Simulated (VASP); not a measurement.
Input of a VASP 6.6.1 run:

File INCAR:

```
SYSTEM = HfO2
PREC = Accurate
ENCUT = 520
EDIFF = 1E-6
ISMEAR = 0
SIGMA = 0.05
LREAL = .FALSE.
LASPH = .TRUE.
NELM = 80
ALGO = Normal
ISIF = 2
LWAVE = .FALSE.
LCHARG = .TRUE.
GGA = PS
LELF = .TRUE.
LVHAR = .TRUE.
NBANDS = 18
```

File KPOINTS:

```
Automatic mesh
0
G
  8 8 8
  0 0 0
```

Contents of POSCAR:

```
HfO2
1.0
    0.2013796001      2.5576151713      2.5576151713
    2.5576151713      0.2013796001      2.5576151713
    2.5576151713      2.5576151713      0.2013796001
Hf O
1 2
Direct
    0.0000000000      0.0000000000      0.0000000000
    0.2500000000      0.2500000000      0.2500000000
    0.7500000000      0.7500000000      0.7500000000
```

Potentials or basis: VASP PAW PBE potentials, release 64 (Hf_pv, O).

Launch:

```console
$ cat potpaw_PBE.64/Hf_pv/POTCAR potpaw_PBE.64/O/POTCAR > POTCAR
$ mpirun -np 1 vasp_std > vasp.out
```

Question: Estimate the largest force.

Answer: 1.186 eV/Å.

Question: Estimate the pressure.

Answer: 27.0 GPa.

Question: What does it give for the band gap on the k mesh?

Answer: 4.06 eV, direct.

Forces on the atoms (eV/Å):
```
Hf   0.000  0.000  0.000
O   -0.685 -0.685 -0.685
O    0.685  0.685  0.685
```

Caveat: the PAW data sets were made with another functional, which shifts forces and pressure a little; spin-orbit coupling is left out, which moves the levels of the heavy elements. PBEsol gaps usually lie below the measured ones, often by a third to a half.
